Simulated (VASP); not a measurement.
A run of VASP 6.6.1 is set up as follows.

INCAR

```
PREC     = Accurate       # precision mode
ENCUT    = 520            # plane-wave cutoff, eV
EDIFF    = 1E-7           # SCF threshold, eV
ISMEAR   = 0              # smearing method
SIGMA    = 0.1            # smearing width, eV
LREAL    = F              # projectors in reciprocal space
LASPH    = T              # aspherical terms in the spheres
NELM     = 80             # most SCF steps
ALGO     = Fast           # electronic algorithm
ISIF     = 2              # what is computed and relaxed
LWAVE    = F              # write WAVECAR
LCHARG   = F              # write CHGCAR
GGA      = PE             # functional
NBANDS   = 38             # bands
```

File KPOINTS:

```
Automatic mesh
0
Gamma
  6 6 6
```

POSCAR

```
NaB6
1.0
    2.1924213500      1.2657950600      5.3705952300
   -2.1924213500      1.2657950600      5.3705952300
    0.0000000000     -2.5315901100      5.3705952300
Na B
2 12
Direct
    0.0000000000      0.0000000000      0.0000000000
    0.5000000000      0.5000000000      0.5000000000
    0.9507010000      0.0410250000      0.3606640100
    0.1393359900      0.4589750000      0.5492990000
    0.5410250000      0.4507010000      0.8606640100
    0.5492990000      0.1393359900      0.4589750000
    0.9589750000      0.6393359900      0.0492990000
    0.3606640100      0.9507010000      0.0410250000
    0.0492990000      0.9589750000      0.6393359900
    0.4589750000      0.5492990000      0.1393359900
    0.8606640100      0.5410250000      0.4507010000
    0.4507010000      0.8606640100      0.5410250000
    0.0410250000      0.3606640100      0.9507010000
    0.6393359900      0.0492990000      0.9589750000
```

Potentials or basis: VASP PAW PBE potentials, release 64 (Na_pv, B).

Command:

```sh
$ cat potpaw_PBE.64/Na_pv/POTCAR potpaw_PBE.64/B/POTCAR > POTCAR
$ mpirun -np 1 vasp_std > vasp.out
```

(1) Predict the pressure.

(2) What does it give for the largest force?

## Answers

(1) 68.6 GPa.

(2) 3.608 eV/Å.

Caveat: the cell stands under pressure; forces of over 1 eV/Å act on the atoms, so gaps and moduli don't describe the material at rest.
